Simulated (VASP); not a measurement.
# InP (F-43m) in VASP: notebook

InP is run at these levels: PBE, LDA, RPBE, r2SCAN; tasks: single point.

All numbers are computed with VASP 6.6.1; they aren't measurements. Logs are shortened: lines on timing, memory, paths and dates and some standing lists are left out, and cuts for length are marked.

**1. The cell of the first run**

Symmetry: F-43m, No. 216, cubic system. The conventional cell has a = 5.861 Å, b = 5.861 Å, c = 5.861 Å, α = 90.00°, β = 90.00°, γ = 90.00°. Within 3.3 Å of In (site symmetry -43m) lie 4 P at 2.54 Å. P (site symmetry -43m) has 4 In at 2.54 Å within 3.3 Å.

**2. Single point, PBE**

Contents of INCAR:

```
SYSTEM = InP
PREC = Accurate
ENCUT = 500
EDIFF = 1E-6
ISMEAR = 0
SIGMA = 0.01
LREAL = .FALSE.
LASPH = .TRUE.
NELM = 120
ALGO = Normal
ISIF = 2
LWAVE = .FALSE.
LCHARG = .FALSE.
GGA = PE
NBANDS = 16
ISYM = 0
GGA_COMPAT = .FALSE.
```

Contents of KPOINTS:

```
Automatic mesh
0
Gamma
  6 6 6
  0.5 0.5 0.5
```

Contents of POSCAR:

```
InP
1.0
    0.0000000000      2.9305000000      2.9305000000
    2.9305000000      0.0000000000      2.9305000000
    2.9305000000      2.9305000000      0.0000000000
In P
1 1
Direct
    0.0000000000      0.0000000000      0.0000000000
    0.7500000000      0.7500000000      0.7500000000
```

Potentials or basis: VASP PAW PBE potentials, release 64 (In_d, P).

On the command line:

```sh
$ cat potpaw_PBE.64/In_d/POTCAR potpaw_PBE.64/P/POTCAR > POTCAR
$ mpirun -np 1 vasp_std > vasp.out
```

OUTCAR:

```text
SYSTEM = InP
   PREC = Accurate
   ENCUT = 500
   EDIFF = 1E-6
   ISMEAR = 0
   LREAL = .FALSE.
   LASPH = .TRUE.
   NELM = 120
   ISIF = 2
   GGA = PE
   ISYM = 0

 ion  position               nearest neighbor table
   1  0.000  0.000  0.000-   2 2.54   2 2.54   2 2.54   2 2.54
   2  0.750  0.750  0.750-   1 2.54   1 2.54   1 2.54   1 2.54

IMPORTANT INFORMATION: All symmetrisations will be switched off!
NOSYMM: (Re-)initialisation of all symmetry stuff for point group C_1.

----------------------------------------------------------------------------------------

                                     Primitive cell

  volume of cell :      50.3333

  direct lattice vectors                    reciprocal lattice vectors
     0.000000000  2.930500000  2.930500000    -0.170619348  0.170619348  0.170619348
     2.930500000  0.000000000  2.930500000     0.170619348 -0.170619348  0.170619348
     2.930500000  2.930500000  0.000000000     0.170619348  0.170619348 -0.170619348

  length of vectors
     4.144352845  4.144352845  4.144352845     0.295521380  0.295521380  0.295521380

  position of ions in fractional coordinates (direct lattice)
     0.000000000  0.000000000  0.000000000
     0.750000000  0.750000000  0.750000000

  ion indices of the primitive-cell ions
   primitive index   ion index
                 1           1
                 2           2

----------------------------------------------------------------------------------------

 KPOINTS: Automatic mesh

Automatic generation of k-mesh.
 Grid dimensions read from file:
 generate k-points for:    6    6    6

 Generating k-lattice:

  Cartesian coordinates                     Fractional coordinates (reciprocal lattice)
    -0.028436558  0.028436558  0.028436558     0.166666667  0.000000000  0.000000000
     0.028436558 -0.028436558  0.028436558     0.000000000  0.166666667  0.000000000
     0.028436558  0.028436558 -0.028436558     0.000000000  0.000000000  0.166666667

  Length of vectors
     0.049253563  0.049253563  0.049253563

  Shift w.r.t. Gamma in fractional coordinates (k-lattice)
     0.500000000  0.500000000  0.500000000

 Subroutine IBZKPT returns following result:
 ===========================================

 Found    432 irreducible k-points:

 Following reciprocal coordinates:
            Coordinates               Weight
  0.083333  0.083333  0.083333      2.000000
  0.083333  0.000000  0.000000      2.000000
  0.000000  0.000000 -0.083333      2.000000
  0.000000  0.083333  0.000000      2.000000
  0.250000  0.083333  0.083333      2.000000
  0.083333  0.250000  0.083333      2.000000
[... 16 lines left out ...]
  0.000000  0.333333 -0.083333      2.000000
  0.333333  0.000000 -0.083333      2.000000
 [... further k-points ...]
   k-points           NKPTS =    432   k-points in BZ     NKDIM =    432   number of bands    NBANDS=     16
   number of dos      NEDOS =    301   number of ions     NIONS =      2
   total plane-waves  NPLWV =  27000
   dimension x,y,z NGX =    30 NGY =   30 NGZ =   30
   dimension x,y,z NGXF=    60 NGYF=   60 NGZF=   60
   ions per type =               1   1
   NGX,Y,Z   is equivalent  to a cutoff of  12.03, 12.03, 12.03 a.u.
   NGXF,Y,Z  is equivalent  to a cutoff of  24.07, 24.07, 24.07 a.u.
 SYSTEM =  InP
   PREC   = accura    normal or accurate (medium, high low for compatibility)
   ISTART =      0    job   : 0-new  1-cont  2-samecut
   ICHARG =      2    charge: 1-file 2-atom 10-const
   ISPIN  =      1    spin polarized calculation?
   LNONCOLLINEAR =      F non collinear calculations
   LSORBIT =      F    spin-orbit coupling
   LASPH  =      T    aspherical Exc in radial PAW
   ENCUT  =  500.0 eV  36.75 Ry    6.06 a.u.   7.56  7.56  7.56*2*pi/ulx,y,z
   NELM   =    120;   NELMIN=  2; NELMDL= -5     # of ELM steps
   EDIFF  = 0.1E-05   stopping-criterion for ELM
   LREAL  =      F    real-space projection
   EDIFFG = 0.1E-04   stopping-criterion for IOM
   NSW    =      0    number of steps for IOM
   IBRION =     -1    ionic relax: 0-MD 1-quasi-New 2-CG
   NFREE  =      0    steps in history (QN), initial steepest desc. (CG)
   ISIF   =      2    stress and relaxation
   ISYM   =      0    0-nonsym 1-usesym 2-fastsym
   POTIM  = 0.5000    time-step for ionic-motion
   TEBEG  =    0.0;   TEEND  =   0.0 temperature during run
   PSTRESS=    0.0 pullay stress
   NELECT =      18.0000    total number of electrons
   NUPDOWN=      -1.0000    fix difference up-down
   EMIN   =  10.00;   EMAX   =-10.00  energy-range for DOS
   EFERMI =   0.00;   METHOD = LEGACY
   ISMEAR =     0;   SIGMA  =   0.01  broadening in eV -4-tet -1-fermi 0-gaus
   EFERMI_NEDOS =   21; number of points for ismear=-14 and -15
   IALGO  =     38    algorithm
   IMIX   =      4    mixing-type and parameters
     AMIX     =   0.40;   BMIX     =  1.00
     AMIX_MAG =   1.60;   BMIX_MAG =  1.00
  volume/ion in A,a.u.               =      25.17       169.83
  Fermi-wavevector in a.u.,A,eV,Ry     =   1.162021  2.195901 18.371846  1.350293
  Thomas-Fermi vector in A             =   2.298587
   LORBIT       =      0    0 simple, 1 ext, 2 COOP (PROOUT), +10 PAW based schemes
   GGA     = PE    functional components
   LHFCALC =     F    Hartree Fock is set to
   AEXX    =    0.0000 exact exchange contribution
   IVDW    =     0    specifies the selected vdW correction
   LEPSILON=     F    determine dielectric tensor
   LRPA    =     F    only Hartree local field effects (RPA)
 non-spin polarized calculation
 Gauss-broadening in eV      SIGMA  =   0.01
  energy-cutoff  :      500.00
  volume of cell :       50.33
 maximum number of plane-waves:      1295
   NGX = 15   NGY = 15   NGZ = 15

 number of electron      18.0000009 magnetization

 Free energy of the ion-electron system (eV)
  ---------------------------------------------------
  ext. energy  EPLUGINS =         0.00000000
  ---------------------------------------------------
  free energy    TOTEN  =        -8.38297360 eV

  energy without entropy =       -8.38297360  energy(sigma->0) =       -8.38297360

 E-fermi :   5.1476     XC(G=0):  -9.2838

 val. band max:        5.0991285855   @ k =   0.0000   0.0000  -0.0833
 cond. band min:       6.5572436608   @ k =   0.0000   0.0000  -0.0833
 fundamental gap:      1.4581150753
 Fermi energy:         5.1476030755

 k-point     1 :       0.0833    0.0833    0.0833
  band No.  band energies     occupation
      1      -9.0054      2.00000
      2      -8.9931      2.00000
      3      -8.9931      2.00000
      4      -8.8445      2.00000
      5      -8.8445      2.00000
      6      -6.2497      2.00000
[... 8 lines left out ...]
     15      14.2591      0.00000
     16      14.2591      0.00000

 k-point     2 :       0.0833    0.0000    0.0000
  band No.  band energies     occupation
      1      -9.0054      2.00000
      2      -8.9931      2.00000
      3      -8.9931      2.00000
      4      -8.8445      2.00000
      5      -8.8445      2.00000
      6      -6.2497      2.00000
[... 8 lines left out ...]
     15      14.2591      0.00000
     16      14.2591      0.00000

 k-point     3 :       0.0000    0.0000   -0.0833
  band No.  band energies     occupation
      1      -9.0054      2.00000
      2      -8.9931      2.00000
      3      -8.9931      2.00000
      4      -8.8445      2.00000
      5      -8.8445      2.00000
      6      -6.2497      2.00000
[... 8 lines left out ...]
     15      14.2591      0.00000
     16      14.2591      0.00000

 k-point     4 :       0.0000    0.0833    0.0000
  band No.  band energies     occupation
      1      -9.0054      2.00000
      2      -8.9931      2.00000
      3      -8.9931      2.00000
      4      -8.8445      2.00000
      5      -8.8445      2.00000
      6      -6.2497      2.00000
[... 8 lines left out ...]
     15      14.2591      0.00000
     16      14.2591      0.00000

 k-point     5 :       0.2500    0.0833    0.0833
  band No.  band energies     occupation
      1      -9.0457      2.00000
      2      -8.9798      2.00000
      3      -8.9740      2.00000
      4      -8.8478      2.00000
      5      -8.8398      2.00000
      6      -5.8414      2.00000
[... 8 lines left out ...]
     15      14.0572      0.00000
     16      15.2081      0.00000

 k-point     6 :       0.0833    0.2500    0.0833
  band No.  band energies     occupation
      1      -9.0457      2.00000
      2      -8.9798      2.00000
      3      -8.9740      2.00000
      4      -8.8478      2.00000
      5      -8.8398      2.00000
      6      -5.8414      2.00000
[... 8 lines left out ...]
     15      14.0572      0.00000
     16      15.2081      0.00000

 k-point     7 :       0.0833    0.0833    0.2500
  band No.  band energies     occupation
      1      -9.0457      2.00000
      2      -8.9798      2.00000
      3      -8.9740      2.00000
      4      -8.8478      2.00000
      5      -8.8398      2.00000
      6      -5.8414      2.00000
[... 8 lines left out ...]
     15      14.0572      0.00000
     16      15.2081      0.00000

 k-point     8 :       0.0833    0.0000   -0.1667
  band No.  band energies     occupation
      1      -9.0457      2.00000
      2      -8.9798      2.00000
      3      -8.9740      2.00000
      4      -8.8478      2.00000
      5      -8.8398      2.00000
      6      -5.8414      2.00000
[... 8 lines left out ...]
     15      14.0572      0.00000
     16      15.2081      0.00000

 k-point     9 :       0.2500    0.1667    0.1667
  band No.  band energies     occupation
      1      -9.0457      2.00000
      2      -8.9798      2.00000
      3      -8.9740      2.00000
      4      -8.8478      2.00000
      5      -8.8398      2.00000
      6      -5.8414      2.00000
[... 8 lines left out ...]
     15      14.0572      0.00000
     16      15.2081      0.00000
[... 172 lines left out ...]
 k-point    19 :       0.0833    0.0833    0.4167
  band No.  band energies     occupation
      1      -9.0991      2.00000
      2      -8.9596      2.00000
      3      -8.9587      2.00000
      4      -8.8407      2.00000
      5      -8.8337      2.00000
      6      -5.0007      2.00000
[... 8 lines left out ...]
     15      14.4608      0.00000
     16      15.4868      0.00000

 k-point    20 :       0.0833    0.0000   -0.3333
  band No.  band energies     occupation
      1      -9.0991      2.00000
      2      -8.9596      2.00000
      3      -8.9587      2.00000
      4      -8.8407      2.00000
      5      -8.8337      2.00000
      6      -5.0007      2.00000
[... 8 lines left out ...]
     15      14.4608      0.00000
     16      15.4868      0.00000

 k-point    21 :       0.4167    0.3333    0.3333
  band No.  band energies     occupation
      1      -9.0991      2.00000
      2      -8.9596      2.00000
      3      -8.9587      2.00000
      4      -8.8407      2.00000
      5      -8.8337      2.00000
      6      -5.0007      2.00000
[... 8 lines left out ...]
     15      14.4608      0.00000
     16      15.4868      0.00000

 k-point    22 :       0.0833   -0.3333    0.0000
  band No.  band energies     occupation
      1      -9.0991      2.00000
      2      -8.9596      2.00000
      3      -8.9587      2.00000
      4      -8.8407      2.00000
      5      -8.8337      2.00000
      6      -5.0007      2.00000
[... 8 lines left out ...]
     15      14.4608      0.00000
     16      15.4868      0.00000

 k-point    23 :       0.0000    0.3333   -0.0833
  band No.  band energies     occupation
      1      -9.0991      2.00000
      2      -8.9596      2.00000
      3      -8.9587      2.00000
      4      -8.8407      2.00000
      5      -8.8337      2.00000
      6      -5.0007      2.00000
[... 8 lines left out ...]
     15      14.4608      0.00000
     16      15.4868      0.00000

 k-point    24 :       0.3333    0.0000   -0.0833
  band No.  band energies     occupation
      1      -9.0991      2.00000
      2      -8.9596      2.00000
      3      -8.9587      2.00000
      4      -8.8407      2.00000
      5      -8.8337      2.00000
      6      -5.0007      2.00000
[... 8 lines left out ...]
     15      14.4608      0.00000
     16      15.4868      0.00000

 [... further k-points ...]

------------------------ aborting loop because EDIFF is reached ----------------------------------------

  FORCE on cell =-STRESS in cart. coord.  units (eV):
  Direction    XX          YY          ZZ          XY          YZ          ZX
  --------------------------------------------------------------------------------------
  -------------------------------------------------------------------------------------
  Total        1.0328271      1.0328305      1.0328249     -0.0000001      0.0000082      0.0000013
  in kB       32.8763075     32.8764166     32.8762372     -0.0000018      0.0002623      0.0000408
  external PRESSURE =      32.8763204 kB  Pullay stress =       0.0000000 kB

 VOLUME and BASIS-vectors are now :
 -----------------------------------------------------------------------------
  energy-cutoff  :      500.00
  volume of cell :       50.33
      direct lattice vectors                 reciprocal lattice vectors
     0.000000000  2.930500000  2.930500000    -0.170619348  0.170619348  0.170619348
     2.930500000  0.000000000  2.930500000     0.170619348 -0.170619348  0.170619348
     2.930500000  2.930500000  0.000000000     0.170619348  0.170619348 -0.170619348

 POSITION                                       TOTAL-FORCE (eV/Angst)
 -----------------------------------------------------------------------------------
      0.00000      0.00000      0.00000        -0.000000      0.000000      0.000000
      4.39575      4.39575      4.39575         0.000000     -0.000000     -0.000000
 -----------------------------------------------------------------------------------
    total drift:                                0.000000     -0.000004      0.000000

  FREE ENERGIE OF THE ION-ELECTRON SYSTEM (eV)
  ---------------------------------------------------
  free  energy   TOTEN  =        -8.3829735952 eV

  energy  without entropy=       -8.3829735952  energy(sigma->0) =       -8.38297360
```

It took 2 min on 1 thread of Intel Xeon 6975P-C (Granite Rapids), shared host; peak memory 0.42 GiB.

What came out:

| Property | Result |
| --- | --- |
| Free energy | -8.3830 eV |
| Pressure | 3.3 GPa |
| Band gap on the k mesh | 1.46 eV |

Levels at points of the mesh, in eV from the valence-band top:
| k point | band 7 | band 8 | band 9 | band 10 | band 11 | band 12 |
| --- | --- | --- | --- | --- | --- | --- |
| (0.08, 0.08, 0.08) | -0.82 | 0.00 | 0.00 | 1.46 | 4.21 | 4.32 |

Caveat: the cell stands under pressure; spin-orbit coupling is left out, which moves the levels of the heavy elements; a shifted mesh leaves out Γ, where band edges can lie. A k mesh can miss the band edges.

**3. Single point, LDA**

Contents of INCAR:

```
SYSTEM = InP
  ALGO = Normal
  EDIFF = 1E-6
  ENCUT = 500
  GGA_COMPAT = .FALSE.
  ISIF = 2
  ISMEAR = 0
  ISYM = 0
  LASPH = .TRUE.
  LCHARG = .TRUE.
  LELF = .TRUE.
  LREAL = .FALSE.
  LVHAR = .TRUE.
  LWAVE = .FALSE.
  NBANDS = 16
  NELM = 120
  PREC = Accurate
  SIGMA = 0.01
```

KPOINTS is that of step 2.

POSCAR is that of step 2.

Potentials or basis: VASP PAW LDA potentials, release 64 (In_d, P).

On the command line:

```sh
$ cat potpaw_LDA.64/In_d/POTCAR potpaw_LDA.64/P/POTCAR > POTCAR
$ mpirun -np 1 vasp_std > vasp.out
```

OUTCAR:

```text
SYSTEM = InP
   EDIFF = 1E-6
   ENCUT = 500
   ISIF = 2
   ISMEAR = 0
   ISYM = 0
   LASPH = .TRUE.
   LREAL = .FALSE.
   NELM = 120
   PREC = Accurate

 ion  position               nearest neighbor table
   1  0.000  0.000  0.000-   2 2.54   2 2.54   2 2.54   2 2.54
   2  0.750  0.750  0.750-   1 2.54   1 2.54   1 2.54   1 2.54

IMPORTANT INFORMATION: All symmetrisations will be switched off!
NOSYMM: (Re-)initialisation of all symmetry stuff for point group C_1.

----------------------------------------------------------------------------------------

                                     Primitive cell

  volume of cell :      50.3333

  direct lattice vectors                    reciprocal lattice vectors
     0.000000000  2.930500000  2.930500000    -0.170619348  0.170619348  0.170619348
     2.930500000  0.000000000  2.930500000     0.170619348 -0.170619348  0.170619348
     2.930500000  2.930500000  0.000000000     0.170619348  0.170619348 -0.170619348

  length of vectors
     4.144352845  4.144352845  4.144352845     0.295521380  0.295521380  0.295521380

  position of ions in fractional coordinates (direct lattice)
     0.000000000  0.000000000  0.000000000
     0.750000000  0.750000000  0.750000000

  ion indices of the primitive-cell ions
[... 126 lines left out ...]
 cond. band min:       6.2280688762   @ k =   0.0000   0.0000  -0.0833
 fundamental gap:      1.3116089773
 Fermi energy:         4.9671318211

 k-point     1 :       0.0833    0.0833    0.0833
  band No.  band energies     occupation
      1      -9.1861      2.00000
      2      -9.1739      2.00000
      3      -9.1739      2.00000
      4      -9.0224      2.00000
      5      -9.0224      2.00000
      6      -6.4570      2.00000
[... 433 lines left out ...]
      3      -9.1391      2.00000
      4      -9.0187      2.00000
      5      -9.0116      2.00000
      6      -5.1914      2.00000
[... 8 lines left out ...]
     15      14.0520      0.00000
     16      15.2361      0.00000

 [... further k-points ...]

------------------------ aborting loop because EDIFF is reached ----------------------------------------

  FORCE on cell =-STRESS in cart. coord.  units (eV):
  Direction    XX          YY          ZZ          XY          YZ          ZX
  --------------------------------------------------------------------------------------
  -------------------------------------------------------------------------------------
  Total       -0.3690542     -0.3690527     -0.3690552     -0.0000074     -0.0000044     -0.0000076
  in kB      -11.7475014    -11.7474540    -11.7475361     -0.0002347     -0.0001406     -0.0002420
  external PRESSURE =     -11.7474972 kB  Pullay stress =       0.0000000 kB

 VOLUME and BASIS-vectors are now :
 -----------------------------------------------------------------------------
  energy-cutoff  :      500.00
  volume of cell :       50.33
      direct lattice vectors                 reciprocal lattice vectors
     0.000000000  2.930500000  2.930500000    -0.170619348  0.170619348  0.170619348
     2.930500000  0.000000000  2.930500000     0.170619348 -0.170619348  0.170619348
     2.930500000  2.930500000  0.000000000     0.170619348  0.170619348 -0.170619348

 POSITION                                       TOTAL-FORCE (eV/Angst)
 -----------------------------------------------------------------------------------
      0.00000      0.00000      0.00000         0.000000      0.000000      0.000001
      4.39575      4.39575      4.39575        -0.000000     -0.000000     -0.000001
 -----------------------------------------------------------------------------------
    total drift:                                0.000000      0.000000      0.000000

  FREE ENERGIE OF THE ION-ELECTRON SYSTEM (eV)
  ---------------------------------------------------
  free  energy   TOTEN  =        -9.6718507762 eV

  energy  without entropy=       -9.6718507762  energy(sigma->0) =       -9.67185078
```

Run time: 2.5 min. Hardware: 1 thread of Intel Xeon 6975P-C (Granite Rapids), shared host; peak memory 0.4 GiB.

What came out:

```
Free energy            : -9.6719 eV
Pressure               : -1.2 GPa
Band gap on the k mesh : 1.31 eV
```

Levels at points of the mesh, in eV from the valence-band top:
```tsv
k point	band 7	band 8	band 9	band 10	band 11	band 12
(0.08, 0.08, 0.08)	-0.88	0.00	0.00	1.31	4.08	4.19
```

Caveat: spin-orbit coupling is left out, which moves the levels of the heavy elements; a shifted mesh leaves out Γ, where band edges can lie.

[end of part 1 of 2]
